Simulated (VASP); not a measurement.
Runs of VASP 6.6.1 on LiH. The structure is that of space group Fm-3m (No. 225), or close to it. The cells are those of the table. 

```tsv
task	level	potentials or basis	cell	k mesh	cutoff (eV)	smearing	gap on the mesh (eV)	pressure (GPa)	relaxed volume (Å³/atom)
relaxation of cell and atoms	PBE	VASP PAW PBE potentials, release 64 (Li_sv, H)	relaxed from a = 2.841 Å, angles 60.0°, 2 atoms	10 × 10 × 10	600	fermi-dirac 0.02 eV	2.97	0.0	7.99
single point	PBEsol	VASP PAW PBE potentials, release 64 (Li_sv, H)	a = 2.814 Å, angles 60.0°, 2 atoms	10 × 10 × 10	520	fermi-dirac 0.02 eV	2.73	-	-
single point	LDA	VASP PAW LDA potentials, release 64 (Li_sv, H)	a = 2.833 Å, angles 60.0°, 2 atoms	10 × 10 × 10	520	gaussian 0.01 eV	(a)	-	-
dielectric tensor	PBE	VASP PAW PBE potentials, release 64 (Li_sv, H)	a = 2.833 Å, angles 60.0°, 2 atoms	10 × 10 × 10	520	gaussian 0.01 eV	2.98	-	-
single point	PBE	VASP PAW PBE potentials, release 64 (Li_sv, H)	a = 2.833 Å, angles 60.0°, 2 atoms	6 × 6 × 6	520	gaussian 0.01 eV	2.98	-	-
relaxation of cell and atoms	LDA	VASP PAW LDA potentials, release 64 (Li_sv, H)	relaxed from a = 2.833 Å, angles 60.0°, 2 atoms	10 × 10 × 10	600	fermi-dirac 0.02 eV	2.53	0.0	7.42
single point	r2SCAN	VASP PAW PBE potentials, release 64 (Li_sv, H)	a = 2.833 Å, angles 60.0°, 2 atoms	10 × 10 × 10	520	gaussian 0.01 eV	3.58	-	-
relaxation of cell and atoms	r2SCAN	VASP PAW PBE potentials, release 64 (Li_sv, H)	relaxed from a = 2.833 Å, angles 60.0°, 2 atoms	10 × 10 × 10	600	fermi-dirac 0.02 eV	(b)	0.0	(c)
```

Alike in all rows: no spin polarisation.

**Question.** Estimate the missing entries.

**Answer.** (a) 2.61; (b) 3.57; (c) 7.96.

Caveats: some runs use coarse meshes; the cutoff is under 1.25 times the usual one of these potentials, so pressure, stress and relaxed cells hold a basis-set (Pulay) error; the PAW data sets were made with another functional, which shifts forces and pressure a little (some runs).

A k mesh can miss the band edges.
